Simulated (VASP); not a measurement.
# Pt (P-1) in VASP: a series of runs

Pt is run at these levels: PBEsol; tasks: single point.

All numbers are computed with VASP 6.6.1; they aren't measurements. Logs are shortened: lines on timing, memory, paths and dates and some standing lists are left out, and cuts for length are marked.

## Step 1: The cell of the first run

The typed cell holds 2 atoms: a = 2.707 Å, b = 2.682 Å, c = 4.854 Å, α = 89.80°, β = 89.90°, γ = 120.58°.

## Step 2: Single point, PBEsol

INCAR

```
PREC = Accurate ; ENCUT = 520
EDIFF = 1E-6 ; ISMEAR = 1
SIGMA = 0.1 ; LREAL = F
LASPH = T ; NELM = 80
ALGO = Normal ; ISIF = 2
LWAVE = F ; LCHARG = F
GGA = PS ; NBANDS = 17
```

KPOINTS

```
regular mesh
0
Gamma
  7 7 4
```

POSCAR

```
Pt
1.0
    2.7065825321     -0.0063807153      0.0024042903
   -1.3588794528      2.3117978404      0.0050121911
    0.0039188971      0.0111166110      4.8537884445
Pt
2
Direct
    0.7283513396      0.3079248507      0.7330821415
    0.2546974844      0.7323371087      0.2260739715
```

Potentials or basis: VASP PAW PBE potentials, release 64 (Pt).

Run with:

```bash
$ cat potpaw_PBE.64/Pt/POTCAR > POTCAR
$ mpirun -np 1 vasp_std > vasp.out
```

OUTCAR:

```text
PREC = Accurate
   ENCUT = 520
   EDIFF = 1E-6
   ISMEAR = 1
   LREAL = F
   LASPH = T
   NELM = 80
   ISIF = 2
   GGA = PS

 ion  position               nearest neighbor table
   1  0.728  0.308  0.733-   2 2.73   2 2.77   2 2.78   2 2.85   2 3.19   2 3.24
   2  0.255  0.732  0.226-   1 2.73   1 2.77   1 2.78   1 2.85   1 3.19   1 3.24

  LATTYP: Found a triclinic cell.
 ALAT       =     2.6704506576
 B/A-ratio  =     1.0135334699
 C/A-ratio  =     1.8175968700
 COS(alpha) =     0.0016902919
 COS(beta)  =     0.0051619186
 COS(gamma) =     0.5026381702

  Lattice vectors:

 A1 = (  -1.3477030793,  -2.3054171251,  -0.0074164814)
 A2 = (  -2.7065825321,   0.0063807153,  -0.0024042903)
 A3 = (  -0.0039188971,  -0.0111166110,  -4.8537884445)

Analysis of symmetry for initial positions (statically):
=====================================================================
 Subroutine PRICEL returns:
 Original cell was already a primitive cell.

 Routine SETGRP: Setting up the symmetry group for a
 triclinic supercell.

 Subroutine GETGRP returns: Found  2 space group operations
 (whereof  1 operations were pure point group operations)
 out of a pool of  2 trial point group operations.

The static configuration has the point symmetry C_1 .
 The point group associated with its full space group is S_2 .

Analysis of symmetry for dynamics (positions and initial velocities):
=====================================================================
 Subroutine PRICEL returns:
 Original cell was already a primitive cell.

 Routine SETGRP: Setting up the symmetry group for a
 triclinic supercell.

 Subroutine GETGRP returns: Found  2 space group operations
 (whereof  1 operations were pure point group operations)
 out of a pool of  2 trial point group operations.

The dynamic configuration has the point symmetry C_1 .
 The point group associated with its full space group is S_2 .

 Subroutine INISYM returns: Found  2 space group operations
 (whereof  1 operations are pure point group operations),
 and found     1 'primitive' translations

----------------------------------------------------------------------------------------

                                     Primitive cell

  volume of cell :      30.3282

  direct lattice vectors                    reciprocal lattice vectors
     2.706582532 -0.006380715  0.002404290     0.369983022  0.217478497 -0.000796810
    -1.358879453  2.311797840  0.005012191     0.001022064  0.433166699 -0.000992905
     0.003918897  0.011116611  4.853788445    -0.000184324 -0.000555029  0.206026057

  length of vectors
     2.706591121  2.681601712  4.853802757     0.429167762  0.433169042  0.206026887

  position of ions in fractional coordinates (direct lattice)
     0.728351340  0.307924851  0.733082141
     0.254697484  0.732337109  0.226073971

  ion indices of the primitive-cell ions
   primitive index   ion index
                 1           1
                 2           2

----------------------------------------------------------------------------------------

 KPOINTS: regular mesh

Automatic generation of k-mesh.
 Grid dimensions read from file:
 generate k-points for:    7    7    4

 Generating k-lattice:

  Cartesian coordinates                     Fractional coordinates (reciprocal lattice)
     0.052854717  0.031068357 -0.000113830     0.142857143 -0.000000000  0.000000000
     0.000146009  0.061880957 -0.000141844    -0.000000000  0.142857143 -0.000000000
    -0.000046081 -0.000138757  0.051506514     0.000000000 -0.000000000  0.250000000

  Length of vectors
     0.061309680  0.061881292  0.051506722

  Shift w.r.t. Gamma in fractional coordinates (k-lattice)
     0.000000000  0.000000000  0.000000000

 Subroutine IBZKPT returns following result:
 ===========================================

 Found     99 irreducible k-points:

 Following reciprocal coordinates:
            Coordinates               Weight
  0.000000  0.000000  0.000000      1.000000
  0.142857 -0.000000 -0.000000      2.000000
  0.285714 -0.000000 -0.000000      2.000000
  0.428571 -0.000000 -0.000000      2.000000
  0.000000  0.142857 -0.000000      2.000000
  0.142857  0.142857 -0.000000      2.000000
[... 16 lines left out ...]
 -0.428571  0.428571 -0.000000      2.000000
 -0.285714  0.428571 -0.000000      2.000000
 [... further k-points ...]
   k-points           NKPTS =     99   k-points in BZ     NKDIM =     99   number of bands    NBANDS=     17
   number of dos      NEDOS =    301   number of ions     NIONS =      2
   total plane-waves  NPLWV =  14400
   dimension x,y,z NGX =    20 NGY =   20 NGZ =   36
   dimension x,y,z NGXF=    40 NGYF=   40 NGZF=   72
   ions per type =               2
   NGX,Y,Z   is equivalent  to a cutoff of  12.28, 12.40, 12.33 a.u.
   NGXF,Y,Z  is equivalent  to a cutoff of  24.57, 24.80, 24.66 a.u.
 SYSTEM =  unknown system
   PREC   = accura    normal or accurate (medium, high low for compatibility)
   ISTART =      0    job   : 0-new  1-cont  2-samecut
   ICHARG =      2    charge: 1-file 2-atom 10-const
   ISPIN  =      1    spin polarized calculation?
   LNONCOLLINEAR =      F non collinear calculations
   LSORBIT =      F    spin-orbit coupling
   LASPH  =      T    aspherical Exc in radial PAW
   ENCUT  =  520.0 eV  38.22 Ry    6.18 a.u.   5.03  4.99  9.02*2*pi/ulx,y,z
   NELM   =     80;   NELMIN=  2; NELMDL= -5     # of ELM steps
   EDIFF  = 0.1E-05   stopping-criterion for ELM
   LREAL  =      F    real-space projection
   EDIFFG = 0.1E-04   stopping-criterion for IOM
   NSW    =      0    number of steps for IOM
   IBRION =     -1    ionic relax: 0-MD 1-quasi-New 2-CG
   NFREE  =      0    steps in history (QN), initial steepest desc. (CG)
   ISIF   =      2    stress and relaxation
   ISYM   =      2    0-nonsym 1-usesym 2-fastsym
   POTIM  = 0.5000    time-step for ionic-motion
   TEBEG  =    0.0;   TEEND  =   0.0 temperature during run
   PSTRESS=    0.0 pullay stress
   NELECT =      20.0000    total number of electrons
   NUPDOWN=      -1.0000    fix difference up-down
   EMIN   =  10.00;   EMAX   =-10.00  energy-range for DOS
   EFERMI =   0.00;   METHOD = LEGACY
   ISMEAR =     1;   SIGMA  =   0.10  broadening in eV -4-tet -1-fermi 0-gaus
   EFERMI_NEDOS =   21; number of points for ismear=-14 and -15
   IALGO  =     38    algorithm
   IMIX   =      4    mixing-type and parameters
     AMIX     =   0.40;   BMIX     =  1.00
     AMIX_MAG =   1.60;   BMIX_MAG =  1.00
  volume/ion in A,a.u.               =      15.16       102.33
  Fermi-wavevector in a.u.,A,eV,Ry     =   1.424960  2.692783 27.626768  2.030510
  Thomas-Fermi vector in A             =   2.545395
   LORBIT       =      0    0 simple, 1 ext, 2 COOP (PROOUT), +10 PAW based schemes
   GGA     = PS    functional components
   LHFCALC =     F    Hartree Fock is set to
   AEXX    =    0.0000 exact exchange contribution
   IVDW    =     0    specifies the selected vdW correction
   LEPSILON=     F    determine dielectric tensor
   LRPA    =     F    only Hartree local field effects (RPA)
 non-spin polarized calculation
 Methfessel and Paxton  Order N= 1 SIGMA  =   0.10
  energy-cutoff  :      520.00
  volume of cell :       30.33
 maximum number of plane-waves:       832
   NGX = 11   NGY =  9   NGZ = 19

 number of electron      19.9999999 magnetization

 Free energy of the ion-electron system (eV)
  ---------------------------------------------------
  ext. energy  EPLUGINS =         0.00000000
  ---------------------------------------------------
  free energy    TOTEN  =       -13.83921197 eV

  energy without entropy =      -13.84256710  energy(sigma->0) =      -13.84033035

 E-fermi :  11.0607     XC(G=0): -13.5791

 val. band max:       11.0394922045   @ k =  -0.4286   0.4286  -0.0000
 cond. band min:      11.0960884461   @ k =  -0.4286   0.2857   0.0000
 fundamental gap:      0.0565962416
 Fermi energy:        11.0607499938

 k-point     1 :       0.0000    0.0000    0.0000
  band No.  band energies     occupation
      1       0.7459      2.00000
      2       3.2630      2.00000
      3       5.9541      2.00000
      4       7.1289      2.00000
      5       7.4099      2.00000
      6       7.4233      2.00000
[... 9 lines left out ...]
     16      27.0114      0.00000
     17      31.7601      0.00000

 k-point     2 :       0.1429   -0.0000   -0.0000
  band No.  band energies     occupation
      1       1.5302      2.00000
      2       4.0357      2.00000
      3       6.0972      2.00000
      4       6.6868      2.00000
      5       7.5512      2.00000
      6       7.8387      2.00000
[... 9 lines left out ...]
     16      28.1183      0.00000
     17      29.7112      0.00000

 k-point     3 :       0.2857   -0.0000   -0.0000
  band No.  band energies     occupation
      1       3.3510      2.00000
      2       4.8905      2.00000
      3       6.0396      2.00000
      4       6.3465      2.00000
      5       6.7114      2.00000
      6       7.0360      2.00000
[... 9 lines left out ...]
     16      27.7284      0.00000
     17      29.0355      0.00000

 k-point     4 :       0.4286   -0.0000   -0.0000
  band No.  band energies     occupation
      1       4.1231      2.00000
      2       4.4267      2.00000
      3       5.6309      2.00000
      4       6.1793      2.00000
      5       6.9147      2.00000
      6       7.8379      2.00000
[... 9 lines left out ...]
     16      23.7346      0.00000
     17      25.4094      0.00000
[... 343 lines left out ...]
      1       4.1656      2.00000
      2       4.4734      2.00000
      3       4.6031      2.00000
      4       7.2399      2.00000
      5       7.7395      2.00000
      6       8.3758      2.00000
[... 9 lines left out ...]
     16      24.3194      0.00000
     17      26.4643      0.00000

 k-point    23 :      -0.4286    0.4286   -0.0000
  band No.  band energies     occupation
      1       3.5059      2.00000
      2       3.9220      2.00000
      3       4.4594      2.00000
      4       7.3296      2.00000
      5       7.7013      2.00000
      6       8.8816      2.00000
[... 9 lines left out ...]
     16      24.3603      0.00000
     17      26.0749      0.00000

 k-point    24 :      -0.2857    0.4286   -0.0000
  band No.  band energies     occupation
      1       4.0755      2.00000
      2       4.7602      2.00000
      3       5.0134      2.00000
      4       6.7987      2.00000
      5       7.3512      2.00000
      6       7.6424      2.00000
[... 9 lines left out ...]
     16      27.0009      0.00000
     17      27.3112      0.00000

 [... further k-points ...]
[... 5 lines left out ...]
  --------------------------------------------------------------------------------------
  -------------------------------------------------------------------------------------
  Total        0.2115473      0.6745483     -0.2042129     -0.0450449     -0.0401442      0.0239097
  in kB       11.1756135     35.6350098    -10.7881487     -2.3796327     -2.1207385      1.2630994
  external PRESSURE =      12.0074915 kB  Pullay stress =       0.0000000 kB

 VOLUME and BASIS-vectors are now :
 -----------------------------------------------------------------------------
  energy-cutoff  :      520.00
  volume of cell :       30.33
      direct lattice vectors                 reciprocal lattice vectors
     2.706582532 -0.006380715  0.002404290     0.369983022  0.217478497 -0.000796810
    -1.358879453  2.311797840  0.005012191     0.001022064  0.433166699 -0.000992905
     0.003918897  0.011116611  4.853788445    -0.000184324 -0.000555029  0.206026057

 POSITION                                       TOTAL-FORCE (eV/Angst)
 -----------------------------------------------------------------------------------
      1.55578      0.71536      3.56152         0.086565     -0.238964     -0.401578
     -0.30491      1.69390      1.10160        -0.086565      0.238964      0.401578
 -----------------------------------------------------------------------------------
    total drift:                                0.000000     -0.000000     -0.000000

  FREE ENERGIE OF THE ION-ELECTRON SYSTEM (eV)
  ---------------------------------------------------
  free  energy   TOTEN  =       -13.8392119727 eV

  energy  without entropy=      -13.8425670972  energy(sigma->0) =      -13.84033035
```

Wall time 21 s (1 thread of Intel Xeon Platinum 8488C (Sapphire Rapids), shared host); peak memory 0.17 GiB.

Results:

| Item | Value |
| --- | --- |
| Free energy | -13.8392 eV |
| Pressure | 1.2 GPa |
| Largest force | 0.475 eV/Å |
| Band gap on the k mesh | zero (band 10 reaches 11.40 eV, above the bottom of band 11 at 9.87 eV) |

Forces in eV/Å, atoms in the order of the input:
```
Pt   0.087 -0.239 -0.402
Pt  -0.087  0.239  0.402
```

Stress tensor (GPa, compression positive):
```
 1.12 -0.24  0.13
-0.24  3.56 -0.21
 0.13 -0.21 -1.08
```

Caveat: the k points lie up to 0.39 Å⁻¹ apart; the PAW data sets were made with another functional, which shifts forces and pressure a little; spin-orbit coupling is left out, which moves the levels of the heavy elements.

## Step 3: Single point, PBEsol

This run uses another cell than the first one, of 15.49 Å³/atom, 1.022 times its volume.

INCAR

```
  PREC = Accurate
  ENCUT = 520
  EDIFF = 1E-6
  ISMEAR = 1
  SIGMA = 0.1
  LREAL = False
  LASPH = True
  NELM = 100
  ALGO = Normal
  ISIF = 2
  LWAVE = False
  LCHARG = False
  GGA = PS
  NBANDS = 17
```

KPOINTS is that of step 2.

POSCAR

```
Pt
1.0
    2.7361577613     -0.0000592630     -0.0002055460
   -1.3681302039      2.3725127713     -0.0011301048
   -0.0003567994     -0.0024711810      4.7735384657
Pt
2
Direct
    0.6543163489      0.3239238123      0.7354952809
    0.3287324751      0.7163381471      0.2236608321
```

Potentials or basis: VASP PAW PBE potentials, release 64 (Pt).

Run with:

```bash
$ cat potpaw_PBE.64/Pt/POTCAR > POTCAR
$ mpirun -np 1 vasp_std > vasp.out
```

Wall time 20 s (1 thread of Intel Xeon Platinum 8488C (Sapphire Rapids), shared host); peak memory 0.17 GiB.

Results (log left out):

```
Free energy            : -13.7302 eV
Pressure               : -5.5 GPa
Largest force          : 0.593 eV/Å
Band gap on the k mesh : zero (band 10 reaches 10.85 eV, above the bottom of band 11 at 9.80 eV)
```

Forces in eV/Å, atoms in the order of the input:
```
Pt   0.092  0.000 -0.586
Pt  -0.092  0.000  0.586
```

Stress tensor (GPa, compression positive):
```
-8.06  0.12 -0.02
 0.12 -6.31 -0.47
-0.02 -0.47 -2.12
```

Levels at points of the mesh, in eV from the Fermi level:
| k point | band 6 | band 7 | band 8 | band 9 | band 10 | band 11 | band 12 | band 13 | band 14 | band 15 |
| --- | --- | --- | --- | --- | --- | --- | --- | --- | --- | --- |
| (0.00, 0.00, 0.00) | -3.31 | -3.17 | -2.11 | -1.51 | -0.90 | -0.53 | 0.02 | 4.71 | 15.00 | 15.60 |
| (0.00, 0.00, 0.50) | -3.61 | -3.60 | -3.54 | -1.05 | -0.81 | -0.80 | -0.68 | 11.37 | 12.38 | 15.47 |

Caveat: the k points lie up to 0.38 Å⁻¹ apart; the PAW data sets were made with another functional, which shifts forces and pressure a little; spin-orbit coupling is left out, which moves the levels of the heavy elements.
